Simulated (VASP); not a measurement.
# Be (P6_3/mmc) in VASP: notebook

The runs below take Be through single point, with r2SCAN.

Program: VASP 6.6.1. These are calculated values, not measurements. Logs are shortened: lines on timing, memory, paths and dates and some standing lists are left out, and cuts for length are marked.

## (1) The cell of the first run

Symmetry: P6_3/mmc, No. 194, hexagonal system. The conventional cell has a = 2.262 Å, b = 2.262 Å, c = 3.569 Å, α = 90.00°, β = 90.00°, γ = 120.00°. Be (site symmetry -6m2) has 12 Be at 2.21 to 2.26 Å within 2.9 Å.

## (2) Single point, r2SCAN

Input file POSCAR:

```
Be
1.0
    2.2616547591      0.0000000000      0.0000000000
   -1.1308273795      1.9586504760      0.0000000000
    0.0000000000      0.0000000000      3.5691640058
Be
2
Direct
    0.3333333333      0.6666666667      0.2500000000
    0.6666666667      0.3333333333      0.7500000000
```

Input file INCAR.step1:

```
SYSTEM = Be
ALGO = Normal
EDIFF = 1E-4
ENCUT = 520
GGA = PE
ISMEAR = 0
LASPH = .True.
LCHARG = .False.
LREAL = .False.
LWAVE = .True.
NBANDS = 9
NELM = 80
PREC = Accurate
SIGMA = 0.1
```

Input file INCAR.step2:

```
SYSTEM = Be
ALGO = Normal
EDIFF = 1E-6
ENCUT = 520
ISIF = 2
ISMEAR = 0
ISTART = 1
LASPH = .True.
LCHARG = .True.
LELF = .True.
LMIXTAU = .True.
LREAL = .False.
LVHAR = .True.
LWAVE = .False.
METAGGA = R2SCAN
NBANDS = 9
NELM = 80
PREC = Accurate
SIGMA = 0.1
```

Input file KPOINTS:

```
k-points
0
Gamma
  15 15 10
  0 0 0
```

Potentials or basis: VASP PAW PBE potentials, release 64 (Be).

On the command line:

```console
cat potpaw_PBE.64/Be/POTCAR > POTCAR
cp INCAR.step1 INCAR
mpirun -np 1 vasp_std > vasp.out
cp INCAR.step2 INCAR
mpirun -np 1 vasp_std > vasp.out
```

OUTCAR:

```text
SYSTEM = Be
   EDIFF = 1E-6
   ENCUT = 520
   ISIF = 2
   ISMEAR = 0
   ISTART = 1
   LASPH = .True.
   LREAL = .False.
   METAGGA = R2SCAN
   NELM = 80
   PREC = Accurate

 ion  position               nearest neighbor table
   1  0.333  0.667  0.250-   2 2.21   2 2.21   2 2.21   2 2.21   2 2.21   2 2.21
   2  0.667  0.333  0.750-   1 2.21   1 2.21   1 2.21   1 2.21   1 2.21   1 2.21

  LATTYP: Found a hexagonal cell.
 ALAT       =     2.2616547591
 C/A-ratio  =     1.5781206179

  Lattice vectors:

 A1 = (   2.2616547591,   0.0000000000,   0.0000000000)
 A2 = (  -1.1308273795,   1.9586504760,   0.0000000000)
 A3 = (   0.0000000000,   0.0000000000,   3.5691640058)

Analysis of symmetry for initial positions (statically):
=====================================================================
 Subroutine PRICEL returns:
 Original cell was already a primitive cell.

 Routine SETGRP: Setting up the symmetry group for a
 hexagonal supercell.

 Subroutine GETGRP returns: Found 24 space group operations
 (whereof 12 operations were pure point group operations)
 out of a pool of 24 trial point group operations.

The static configuration has the point symmetry D_3d.
 The point group associated with its full space group is D_6h.

Analysis of symmetry for dynamics (positions and initial velocities):
=====================================================================
 Subroutine PRICEL returns:
 Original cell was already a primitive cell.

 Routine SETGRP: Setting up the symmetry group for a
 hexagonal supercell.

 Subroutine GETGRP returns: Found 24 space group operations
 (whereof 12 operations were pure point group operations)
 out of a pool of 24 trial point group operations.

The dynamic configuration has the point symmetry D_3d.
 The point group associated with its full space group is D_6h.

 Subroutine INISYM returns: Found 24 space group operations
 (whereof 12 operations are pure point group operations),
 and found     1 'primitive' translations

----------------------------------------------------------------------------------------

                                     Primitive cell

  volume of cell :      15.8107

  direct lattice vectors                    reciprocal lattice vectors
     2.261654759  0.000000000  0.000000000     0.442154133  0.255277808  0.000000000
    -1.130827379  1.958650476  0.000000000     0.000000000  0.510555616  0.000000000
     0.000000000  0.000000000  3.569164006     0.000000000  0.000000000  0.280177655

  length of vectors
     2.261654759  2.261654759  3.569164006     0.510555616  0.510555616  0.280177655

  position of ions in fractional coordinates (direct lattice)
[... 82 lines left out ...]
   NSW    =      0    number of steps for IOM
   IBRION =     -1    ionic relax: 0-MD 1-quasi-New 2-CG
   NFREE  =      0    steps in history (QN), initial steepest desc. (CG)
   ISIF   =      2    stress and relaxation
   ISYM   =      2    0-nonsym 1-usesym 2-fastsym
   POTIM  = 0.5000    time-step for ionic-motion
   TEBEG  =    0.0;   TEEND  =   0.0 temperature during run
   PSTRESS=    0.0 pullay stress
   NELECT =       4.0000    total number of electrons
   NUPDOWN=      -1.0000    fix difference up-down
   EMIN   =  10.00;   EMAX   =-10.00  energy-range for DOS
   EFERMI =   0.00;   METHOD = LEGACY
   ISMEAR =     0;   SIGMA  =   0.10  broadening in eV -4-tet -1-fermi 0-gaus
   EFERMI_NEDOS =   21; number of points for ismear=-14 and -15
   IALGO  =     38    algorithm
   IMIX   =      4    mixing-type and parameters
     AMIX     =   0.40;   BMIX     =  1.00
     AMIX_MAG =   1.60;   BMIX_MAG =  1.00
  volume/ion in A,a.u.               =       7.91        53.35
  Fermi-wavevector in a.u.,A,eV,Ry     =   1.035408  1.956638 14.586398  1.072070
  Thomas-Fermi vector in A             =   2.169750
   LORBIT       =      0    0 simple, 1 ext, 2 COOP (PROOUT), +10 PAW based schemes
   METAGGA = R2SCAN    functional components
   LHFCALC =     F    Hartree Fock is set to
   AEXX    =    0.0000 exact exchange contribution
   IVDW    =     0    specifies the selected vdW correction
   LEPSILON=     F    determine dielectric tensor
   LRPA    =     F    only Hartree local field effects (RPA)
 non-spin polarized calculation
 Gauss-broadening in eV      SIGMA  =   0.10
  energy-cutoff  :      520.00
  volume of cell :       15.81
 maximum number of plane-waves:       446
 NGX is ok and might be reduce to    18
   NGX =  9   NGY =  9   NGZ = 13

 number of electron       4.0000000 magnetization

 Free energy of the ion-electron system (eV)
  ---------------------------------------------------
  ext. energy  EPLUGINS =         0.00000000
  ---------------------------------------------------
  free energy    TOTEN  =        -8.68252014 eV

  energy without entropy =       -8.68223602  energy(sigma->0) =       -8.68237808

 E-fermi :   7.4038     XC(G=0): -11.2610

 val. band max:        7.2930770051   @ k =   0.2667   0.1333   0.0000
 cond. band min:       7.4386610195   @ k =   0.3333   0.3333   0.5000
 fundamental gap:      0.1455840145
 Fermi energy:         7.4038418606

 k-point     1 :       0.0000    0.0000    0.0000
  band No.  band energies     occupation
      1      -5.1113      2.00000
      2       2.3540      2.00000
      3       8.1505      0.00000
      4      24.5154      0.00000
      5      24.5154      0.00000
      6      27.5362      0.00000
      7      27.5362      0.00000
      8      29.7597      0.00000
      9      35.6309      0.00000
[... 265 lines left out ...]
 k-point    24 :       0.4000    0.2000    0.0000
  band No.  band energies     occupation
      1       2.8757      2.00000
      2       4.6481      2.00000
      3      10.1204      0.00000
      4      12.2380      0.00000
      5      14.3729      0.00000
      6      14.7290      0.00000
      7      21.3221      0.00000
      8      22.9206      0.00000
      9      23.5010      0.00000

 [... further k-points ...]
[... 5 lines left out ...]
  --------------------------------------------------------------------------------------
  -------------------------------------------------------------------------------------
  Total       -0.0472689     -0.0472689      0.1391299     -0.0000000      0.0000000      0.0000000
  in kB       -4.7900068     -4.7900068     14.0987710     -0.0000000      0.0000000      0.0000000
  external PRESSURE =       1.5062525 kB  Pullay stress =       0.0000000 kB

 VOLUME and BASIS-vectors are now :
 -----------------------------------------------------------------------------
  energy-cutoff  :      520.00
  volume of cell :       15.81
      direct lattice vectors                 reciprocal lattice vectors
     2.261654759  0.000000000  0.000000000     0.442154133  0.255277808  0.000000000
    -1.130827379  1.958650476  0.000000000     0.000000000  0.510555616  0.000000000
     0.000000000  0.000000000  3.569164006     0.000000000  0.000000000  0.280177655

 POSITION                                       TOTAL-FORCE (eV/Angst)
 -----------------------------------------------------------------------------------
     -0.00000      1.30577      0.89229         0.000000     -0.000000      0.000000
      1.13083      0.65288      2.67687        -0.000000      0.000000      0.000000
 -----------------------------------------------------------------------------------
    total drift:                                0.000000     -0.000000      0.000000

  FREE ENERGIE OF THE ION-ELECTRON SYSTEM (eV)
  ---------------------------------------------------
  free  energy   TOTEN  =        -8.6825201448 eV

  energy  without entropy=       -8.6822360248  energy(sigma->0) =       -8.68237808
```

OSZICAR.step1:

```text
N       E                     dE             d eps       ncg     rms          rms(c)
DAV:   1    -0.263682599479E+01   -0.26368E+01   -0.17830E+03  2964   0.366E+02
DAV:   2    -0.754421252301E+01   -0.49074E+01   -0.46989E+01  4469   0.548E+01
DAV:   3    -0.759964476551E+01   -0.55432E-01   -0.55326E-01  3339   0.387E+00
DAV:   4    -0.759971735760E+01   -0.72592E-04   -0.72589E-04  3655   0.153E-01
DAV:   5    -0.759971739713E+01   -0.39530E-07   -0.40836E-07  3202   0.331E-03    0.121E+00
DAV:   6    -0.755358420727E+01    0.46133E-01   -0.59903E-03  3170   0.774E-01    0.744E-01
DAV:   7    -0.753518716076E+01    0.18397E-01   -0.64930E-03  3199   0.805E-01    0.277E-02
DAV:   8    -0.753516579631E+01    0.21364E-04   -0.14413E-05  2759   0.317E-02
   1 F= -.75351658E+01 E0= -.75350539E+01  d E =-.223738E-03
```

Wall time 38 s (1 thread of Intel Xeon Platinum 8488C (Sapphire Rapids), shared host); peak memory 0.14 GiB.

Results:

```
Free energy            : -8.6825 eV
Pressure               : 0.2 GPa
Band gap on the k mesh : zero (band 2 reaches 7.90 eV, above the bottom of band 3 at 6.00 eV)
```

Stress tensor (GPa, compression positive):
```
-0.48  0.00  0.00
 0.00 -0.48  0.00
 0.00  0.00  1.41
```

Caveat: the PAW data sets were made with another functional, which shifts forces and pressure a little.

## (3) Single point, r2SCAN

Input file POSCAR:

```
Be
1.0
    2.2616547591      0.0000000000      0.0000000000
   -1.1308273796      1.9586504759      0.0000000000
    0.0000000000      0.0000000000      3.5691640058
Be
2
Direct
    0.3333333333      0.6666666667      0.2500000000
    0.6666666667      0.3333333333      0.7500000000
```

Input file INCAR.step1:

```
PREC = Accurate ; ENCUT = 520
ISMEAR = 0 ; SIGMA = 0.1
LREAL = F ; LASPH = T
NELM = 80 ; NBANDS = 9
GGA = PE ; ALGO = Normal
EDIFF = 1E-4 ; LWAVE = T
LCHARG = F
```

Input file INCAR.step2:

```
PREC = Accurate ; ENCUT = 520
EDIFF = 1E-6 ; ISMEAR = 0
SIGMA = 0.1 ; LREAL = F
LASPH = T ; NELM = 80
ALGO = Normal ; ISIF = 2
LWAVE = F ; LCHARG = T
METAGGA = R2SCAN ; LMIXTAU = T
LELF = T ; LVHAR = T
NBANDS = 9 ; ISTART = 1
```

Input file KPOINTS:

```
regular mesh
0
Gamma
  21 21 12
```

Potentials or basis: VASP PAW PBE potentials, release 64 (Be).

On the command line:

```console
cat potpaw_PBE.64/Be/POTCAR > POTCAR
cp INCAR.step1 INCAR
mpirun -np 1 vasp_std > vasp.out
cp INCAR.step2 INCAR
mpirun -np 1 vasp_std > vasp.out
```

Run time: 74 s. Hardware: 1 thread of Intel Xeon Platinum 8488C (Sapphire Rapids), shared host; peak memory 0.15 GiB.

Results (log left out):

* Free energy: -8.6775 eV
* Pressure: 0.2 GPa
* Band gap on the k mesh: zero (band 2 reaches 8.21 eV, above the bottom of band 3 at 6.00 eV)

Stress tensor (GPa, compression positive):
```
0.17 0.00 0.00
0.00 0.17 0.00
0.00 0.00 0.26
```

Levels at points of the mesh, in eV from the Fermi level:
```
           k point  band 1  band 2  band 3  band 4  band 5
(0.00, 0.00, 0.00)  -12.29   -4.82    0.98   17.34   17.34
(0.00, 0.00, 0.50)   -9.95   -9.95   11.30   11.30   19.13
```

Caveat: the PAW data sets were made with another functional, which shifts forces and pressure a little.
